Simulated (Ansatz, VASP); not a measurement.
## Two plane-wave programs on AlN

```
Al N
1.0
     0.00000    2.03485    2.03485
     2.03485    0.00000    2.03485
     2.03485    2.03485    0.00000
Al N
1 1
Direct
  0.50000 0.50000 0.50000
  0.00000 0.00000 0.00000
```

Alike in both runs: task relaxation of cell and atoms; functional PBE; k mesh 10 × 10 × 10; occupations gaussian, width 0.02 eV; no spin polarisation.

|  | VASP | Ansatz |
| --- | --- | --- |
| version | VASP 6.6.1 | Ansatz 0.2.0 |
| potentials or method | VASP PAW PBE potentials, release 64 (Al, N), cutoff 600 eV | scalar-relativistic, plane waves, PAW |
| valence electrons in the cell | 8 | 8 |

Ansatz gave:

* gap on the k mesh at the Fermi level, each at its own relaxed structure (eV): 4.44
* relaxed volume (Å³/atom): 8.43
* relaxed cell length with the largest relative difference (Å): 2.878

Q: Which values does VASP return?

A: gap on the k mesh at the Fermi level, each at its own relaxed structure (eV): 4.43; relaxed volume (Å³/atom): 8.42; relaxed cell length with the largest relative difference (Å): 2.877.
